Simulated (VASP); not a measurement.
Input of a VASP 6.6.1 run:

Contents of INCAR:

```
SYSTEM = ScAlN2
PREC = Accurate ; ENCUT = 1330
EDIFF = 1E-6 ; ISMEAR = 0
SIGMA = 0.1 ; LREAL = .FALSE.
LASPH = .TRUE. ; NELM = 120
ALGO = Normal ; ISIF = 2
LWAVE = .FALSE. ; LCHARG = .TRUE.
GGA = PE ; LELF = .TRUE.
LVHAR = .TRUE. ; NBANDS = 20
GGA_COMPAT = .FALSE.
```

The input KPOINTS:

```
regular mesh
0
G
  6 6 4
  0 0 0
```

POSCAR

```
ScAlN2
1.0
    2.6602130300      0.0000000000      0.0000000000
    0.0000000000      3.4571557700      0.0000000000
    0.0000000000      0.0000000000      6.1420655100
Sc Al N
1 1 2
Direct
    0.0000000000      0.0000000000      0.0000000000
    0.0000000000      0.5000000000      0.5000000000
    0.0000000000      0.0000000000      0.3183432800
    0.0000000000      0.0000000000      0.6816567200
```

Potentials or basis: VASP PAW PBE potentials, release 64 (Sc_sv, Al, N_h).

Run with:

```sh
$ cat potpaw_PBE.64/Sc_sv/POTCAR potpaw_PBE.64/Al/POTCAR potpaw_PBE.64/N_h/POTCAR > POTCAR
$ mpirun -np 1 vasp_std > vasp.out
```

Problem. What does it give for the largest force?

Solution. 0.467 eV/Å.

Problem. Predict the pressure.

Solution. 4.0 GPa.

Stress tensor (GPa, compression positive):
```
 28.48   0.00   0.00
  0.00 -31.24   0.00
  0.00   0.00  14.89
```

Caveat: the k points lie up to 0.39 Å⁻¹ apart, too coarse for converged energies and pressures of a metal.
